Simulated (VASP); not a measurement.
# NaF (P4/mmm) in VASP: notebook

The runs below take NaF through single point, with r2SCAN.

All numbers are computed with VASP 6.6.1; they aren't measurements. Logs are shortened: lines on timing, memory, paths and dates and some standing lists are left out, and cuts for length are marked.

## Step 1: The cell of the first run

It takes space group P4/mmm (No. 123, tetragonal). The conventional cell has a = 2.793 Å, b = 2.793 Å, c = 2.869 Å, α = 90.00°, β = 90.00°, γ = 90.00°. Within 3.2 Å of Na (site symmetry 4/mmm) lie 8 F at 2.44 Å and 6 Na at 2.79 to 2.87 Å. Within 3.2 Å of F (site symmetry 4/mmm) lie 8 Na at 2.44 Å and 6 F at 2.79 to 2.87 Å.

## Step 2: Single point, r2SCAN (uniaxial z strain +2.7%)

POSCAR

```
NaF
1.0
    2.7934851994      0.0000000000      0.0000000000
    0.0000000000      2.7934851994      0.0000000000
    0.0000000000      0.0000000000      2.8686299512
Na F
1 1
Direct
    0.0000000000      0.0000000000      0.0000000000
    0.5000000000      0.5000000000      0.5000000000
```

INCAR.step1

```
ALGO = Normal
EDIFF = 1E-4
ENCUT = 520
GGA = PE
ISMEAR = 0
LASPH = True
LCHARG = False
LREAL = False
LWAVE = True
NBANDS = 14
NELM = 100
PREC = Accurate
SIGMA = 0.01
```

INCAR.step2

```
ALGO = Normal
EDIFF = 1E-6
ENCUT = 520
ISIF = 2
ISMEAR = 0
ISTART = 1
LASPH = True
LCHARG = True
LELF = True
LMIXTAU = True
LREAL = False
LVHAR = True
LWAVE = False
METAGGA = R2SCAN
NBANDS = 14
NELM = 100
PREC = Accurate
SIGMA = 0.01
```

KPOINTS

```
k-points
0
Gamma
  10 10 10
```

Potentials or basis: VASP PAW PBE potentials, release 64 (Na_pv, F).

The run is started by

```sh
cat potpaw_PBE.64/Na_pv/POTCAR potpaw_PBE.64/F/POTCAR > POTCAR
cp INCAR.step1 INCAR
mpirun -np 1 vasp_std > vasp.out
cp INCAR.step2 INCAR
mpirun -np 1 vasp_std > vasp.out
```

OUTCAR:

```text
EDIFF = 1E-6
   ENCUT = 520
   ISIF = 2
   ISMEAR = 0
   ISTART = 1
   LASPH = True
   LREAL = False
   METAGGA = R2SCAN
   NELM = 100
   PREC = Accurate

 ion  position               nearest neighbor table
   1  0.000  0.000  0.000-
   2  0.500  0.500  0.500-

  LATTYP: Found a simple tetragonal cell.
 ALAT       =     2.7934851994
 C/A-ratio  =     1.0269000000

  Lattice vectors:

 A1 = (   2.7934851994,   0.0000000000,   0.0000000000)
 A2 = (   0.0000000000,   2.7934851994,   0.0000000000)
 A3 = (   0.0000000000,   0.0000000000,   2.8686299512)

Analysis of symmetry for initial positions (statically):
=====================================================================
 Subroutine PRICEL returns:
 Original cell was already a primitive cell.

 Routine SETGRP: Setting up the symmetry group for a
 simple tetragonal supercell.

 Subroutine GETGRP returns: Found 16 space group operations
 (whereof 16 operations were pure point group operations)
 out of a pool of 16 trial point group operations.

The static configuration has the point symmetry D_4h.

Analysis of symmetry for dynamics (positions and initial velocities):
=====================================================================
 Subroutine PRICEL returns:
 Original cell was already a primitive cell.

 Routine SETGRP: Setting up the symmetry group for a
 simple tetragonal supercell.

 Subroutine GETGRP returns: Found 16 space group operations
 (whereof 16 operations were pure point group operations)
 out of a pool of 16 trial point group operations.

The dynamic configuration has the point symmetry D_4h.

 Subroutine INISYM returns: Found 16 space group operations
 (whereof 16 operations are pure point group operations),
 and found     1 'primitive' translations

----------------------------------------------------------------------------------------

                                     Primitive cell

  volume of cell :      22.3855

  direct lattice vectors                    reciprocal lattice vectors
     2.793485199  0.000000000  0.000000000     0.357975765  0.000000000  0.000000000
     0.000000000  2.793485199  0.000000000     0.000000000  0.357975765  0.000000000
     0.000000000  0.000000000  2.868629951     0.000000000  0.000000000  0.348598466

  length of vectors
     2.793485199  2.793485199  2.868629951     0.357975765  0.357975765  0.348598466
[... 83 lines left out ...]
   EDIFFG = 0.1E-04   stopping-criterion for IOM
   NSW    =      0    number of steps for IOM
   IBRION =     -1    ionic relax: 0-MD 1-quasi-New 2-CG
   NFREE  =      0    steps in history (QN), initial steepest desc. (CG)
   ISIF   =      2    stress and relaxation
   ISYM   =      2    0-nonsym 1-usesym 2-fastsym
   POTIM  = 0.5000    time-step for ionic-motion
   TEBEG  =    0.0;   TEEND  =   0.0 temperature during run
   PSTRESS=    0.0 pullay stress
   NELECT =      14.0000    total number of electrons
   NUPDOWN=      -1.0000    fix difference up-down
   EMIN   =  10.00;   EMAX   =-10.00  energy-range for DOS
   EFERMI =   0.00;   METHOD = LEGACY
   ISMEAR =     0;   SIGMA  =   0.01  broadening in eV -4-tet -1-fermi 0-gaus
   EFERMI_NEDOS =   21; number of points for ismear=-14 and -15
   IALGO  =     38    algorithm
   IMIX   =      4    mixing-type and parameters
     AMIX     =   0.40;   BMIX     =  1.00
     AMIX_MAG =   1.60;   BMIX_MAG =  1.00
  volume/ion in A,a.u.               =      11.19        75.53
  Fermi-wavevector in a.u.,A,eV,Ry     =   1.400001  2.645619 26.667466  1.960003
  Thomas-Fermi vector in A             =   2.523005
   LORBIT       =      0    0 simple, 1 ext, 2 COOP (PROOUT), +10 PAW based schemes
   METAGGA = R2SCAN    functional components
   LHFCALC =     F    Hartree Fock is set to
   AEXX    =    0.0000 exact exchange contribution
   IVDW    =     0    specifies the selected vdW correction
   LEPSILON=     F    determine dielectric tensor
   LRPA    =     F    only Hartree local field effects (RPA)
 non-spin polarized calculation
 Gauss-broadening in eV      SIGMA  =   0.01
  energy-cutoff  :      520.00
  volume of cell :       22.39
 maximum number of plane-waves:       632
 NGX is ok and might be reduce to    24
   NGX = 11   NGY = 11   NGZ = 11

 number of electron      14.0000010 magnetization

 Free energy of the ion-electron system (eV)
  ---------------------------------------------------
  ext. energy  EPLUGINS =         0.00000000
  ---------------------------------------------------
  free energy    TOTEN  =       -12.30341923 eV

  energy without entropy =      -12.30341923  energy(sigma->0) =      -12.30341923

 E-fermi :  -1.1660     XC(G=0): -10.4432

 val. band max:       -1.3353174898   @ k =   0.5000   0.0000   0.5000
 cond. band min:       5.5420908162   @ k =   0.0000   0.0000   0.0000
 fundamental gap:      6.8774083059
 Fermi energy:        -1.1660037535

 k-point     1 :       0.0000    0.0000    0.0000
  band No.  band energies     occupation
      1     -22.3309      2.00000
      2     -22.0868      2.00000
      3     -22.0806      2.00000
      4     -22.0806      2.00000
      5      -1.8326      2.00000
      6      -1.6488      2.00000
      7      -1.6488      2.00000
      8       5.5421      0.00000
      9      14.7241      0.00000
     10      15.2124      0.00000
     11      23.2551      0.00000
     12      24.1005      0.00000
     13      24.1005      0.00000
     14      30.2588      0.00000
[... 377 lines left out ...]
      1     -22.6364      2.00000
      2     -22.1092      2.00000
      3     -22.0690      2.00000
      4     -21.7123      2.00000
      5      -2.5395      2.00000
      6      -1.9793      2.00000
      7      -1.5917      2.00000
      8       7.0242      0.00000
      9      14.6420      0.00000
     10      15.5121      0.00000
     11      22.7653      0.00000
     12      23.9212      0.00000
     13      25.3423      0.00000
     14      25.8319      0.00000

 [... further k-points ...]
[... 5 lines left out ...]
  --------------------------------------------------------------------------------------
  -------------------------------------------------------------------------------------
  Total       -0.1061794     -0.1061794     -0.7243954      0.0000000      0.0000000      0.0000000
  in kB       -7.5994752     -7.5994752    -51.8464488      0.0000000      0.0000000      0.0000000
  external PRESSURE =     -22.3484664 kB  Pullay stress =       0.0000000 kB

 VOLUME and BASIS-vectors are now :
 -----------------------------------------------------------------------------
  energy-cutoff  :      520.00
  volume of cell :       22.39
      direct lattice vectors                 reciprocal lattice vectors
     2.793485199  0.000000000  0.000000000     0.357975765  0.000000000  0.000000000
     0.000000000  2.793485199  0.000000000     0.000000000  0.357975765  0.000000000
     0.000000000  0.000000000  2.868629951     0.000000000  0.000000000  0.348598466

 POSITION                                       TOTAL-FORCE (eV/Angst)
 -----------------------------------------------------------------------------------
      0.00000      0.00000      0.00000         0.000000      0.000000      0.000000
      1.39674      1.39674      1.43431         0.000000      0.000000      0.000000
 -----------------------------------------------------------------------------------
    total drift:                                0.000000      0.000000     -0.000000

  FREE ENERGIE OF THE ION-ELECTRON SYSTEM (eV)
  ---------------------------------------------------
  free  energy   TOTEN  =       -12.3034192295 eV

  energy  without entropy=      -12.3034192295  energy(sigma->0) =      -12.30341923
```

It took 52 s on 1 thread of Intel Xeon 6975P-C (Granite Rapids), shared host; peak memory 0.16 GiB.

What came out:

- Free energy: -12.3034 eV
- Pressure: -2.2 GPa
- Band gap on the k mesh: 6.88 eV, indirect (least direct gap 7.19 eV)

Stress tensor (GPa, compression positive):
```
-0.76  0.00  0.00
 0.00 -0.76  0.00
 0.00  0.00 -5.18
```

Levels at points of the mesh, in eV from the valence-band top:
```csv
k point,band 3,band 4,band 5,band 6,band 7,band 8,band 9,band 10,band 11,band 12
"(0.00, 0.00, 0.00)",-20.75,-20.75,-0.50,-0.31,-0.31,6.88,16.06,16.55,24.59,25.44
"(0.50, 0.00, 0.00)",-20.72,-20.07,-2.58,-0.36,-0.18,11.62,12.78,20.21,22.03,24.08
"(0.50, 0.50, 0.00)",-20.70,-20.47,-1.86,-1.86,-0.13,12.92,16.04,16.25,16.25,23.89
"(0.00, 0.00, 0.50)",-20.72,-20.06,-2.59,-0.22,-0.22,11.63,12.44,20.25,22.25,24.82
"(0.50, 0.00, 0.50)",-20.70,-20.52,-1.92,-1.85,0.00,12.72,15.93,16.22,16.42,24.53
"(0.50, 0.50, 0.50)",-20.88,-20.28,-1.69,-1.69,-1.63,15.25,15.25,15.26,19.83,20.37
```

Caveat: the cell differs from its parent crystal (uniaxial z strain +2.7%); the PAW data sets were made with another functional, which shifts forces and pressure a little.

## Step 3: Single point, r2SCAN (biaxial xy strain +4.0%)

POSCAR

```
NaF
1.0
    2.9038278647      0.0000000000      0.0000000000
    0.0000000000      2.9038278647      0.0000000000
    0.0000000000      0.0000000000      2.7934851994
Na F
1 1
Direct
    0.0000000000      0.0000000000      0.0000000000
    0.5000000000      0.5000000000      0.5000000000
```

INCAR.step1

```
PREC = Accurate ; ENCUT = 520
ISMEAR = 0 ; SIGMA = 0.01
LREAL = False ; LASPH = True
NELM = 80 ; NBANDS = 14
GGA = PE ; ALGO = Normal
EDIFF = 1E-4 ; LWAVE = True
LCHARG = False
```

INCAR.step2

```
PREC = Accurate ; ENCUT = 520
EDIFF = 1E-6 ; ISMEAR = 0
SIGMA = 0.01 ; LREAL = False
LASPH = True ; NELM = 80
ALGO = Normal ; ISIF = 2
LWAVE = False ; LCHARG = False
METAGGA = R2SCAN ; LMIXTAU = True
NBANDS = 14 ; ISTART = 1
```

KPOINTS

```
regular mesh
0
Gamma
  10 10 10
```

Potentials or basis: VASP PAW PBE potentials, release 64 (Na_pv, F).

The run is started by

```sh
cat potpaw_PBE.64/Na_pv/POTCAR potpaw_PBE.64/F/POTCAR > POTCAR
cp INCAR.step1 INCAR
mpirun -np 1 vasp_std > vasp.out
cp INCAR.step2 INCAR
mpirun -np 1 vasp_std > vasp.out
```

Wall time 46 s (1 thread of Intel Xeon 6975P-C (Granite Rapids), shared host); peak memory 0.16 GiB.

The run converged. Its results:

| Property | Result |
| --- | --- |
| Free energy | -12.2743 eV |
| Pressure | -4.4 GPa |
| Band gap on the k mesh | 6.46 eV, indirect (least direct gap 6.72 eV) |

Stress tensor (GPa, compression positive):
```
-6.34  0.00  0.00
 0.00 -6.34  0.00
 0.00  0.00 -0.59
```

Levels at points of the mesh, in eV from the valence-band top:
```tsv
k point	band 3	band 4	band 5	band 6	band 7	band 8	band 9	band 10	band 11	band 12
(0.00, 0.00, 0.00)	-20.95	-20.95	-0.52	-0.52	-0.26	6.46	15.61	16.33	23.83	23.83
(0.50, 0.00, 0.00)	-20.93	-20.21	-2.51	-0.42	-0.16	11.11	11.93	19.73	21.75	23.32
(0.50, 0.50, 0.00)	-20.91	-20.55	-1.87	-1.87	0.00	12.18	15.31	15.31	16.14	24.49
(0.00, 0.00, 0.50)	-20.92	-20.21	-2.50	-0.37	-0.37	11.13	12.40	19.68	21.39	23.67
(0.50, 0.00, 0.50)	-20.91	-20.49	-1.89	-1.78	-0.19	12.47	15.38	15.64	15.77	23.33
(0.50, 0.50, 0.50)	-21.07	-20.32	-1.69	-1.60	-1.60	14.76	14.78	14.78	19.29	19.29
```

Caveat: the cell differs from its parent crystal (biaxial xy strain +4.0%); the PAW data sets were made with another functional, which shifts forces and pressure a little. A k mesh can miss the band edges.
